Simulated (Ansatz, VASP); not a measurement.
One calculation of KTaO3, two programs

```
K Ta O
1.0
     3.96703    0.00000    0.00000
     0.00000    3.96703    0.00000
     0.00000    0.00000    4.12968
K Ta O
1 1 3
Direct
  0.50000 0.50000 0.50000
  0.00000 0.00000 0.00000
  0.50000 0.00000 0.00000
  0.00000 0.50000 0.00000
  0.00000 0.00000 0.50000
```

Alike in both runs: task single point; functional PBEsol; k mesh 8 × 8 × 8; occupations gaussian, width 0.05 eV; no spin polarisation.

|  | VASP | Ansatz |
| --- | --- | --- |
| version | VASP 6.6.1 | Ansatz 0.2.0 |
| potentials or method | VASP PAW PBE potentials, release 64 (K_sv, Ta_pv, O), cutoff 520 eV | scalar-relativistic, plane waves, PAW |
| valence electrons in the cell | 38 | 40 |

VASP gave:

| Quantity | Value |
| --- | --- |
| gap on the k mesh at the Fermi level (eV) | 1.99 |
| least direct gap on the mesh (eV) | 2.59 |
| pressure (GPa) | -3.8 |
| traceless stress, the component that is largest in VASP (GPa) | -8.70 |

Task: Which values does Ansatz return?

Result: gap on the k mesh at the Fermi level (eV): 2.04; least direct gap on the mesh (eV): 2.63; pressure (GPa): -4.5; traceless stress, the component that is largest in VASP (GPa): -8.54.

VASP's potentials were made for PBE, not for PBEsol. VASP's potentials hold 38 valence electrons a cell and Ansatz's 40, so a difference there can come from the potentials and not from the codes.

Spin-orbit coupling is off throughout.
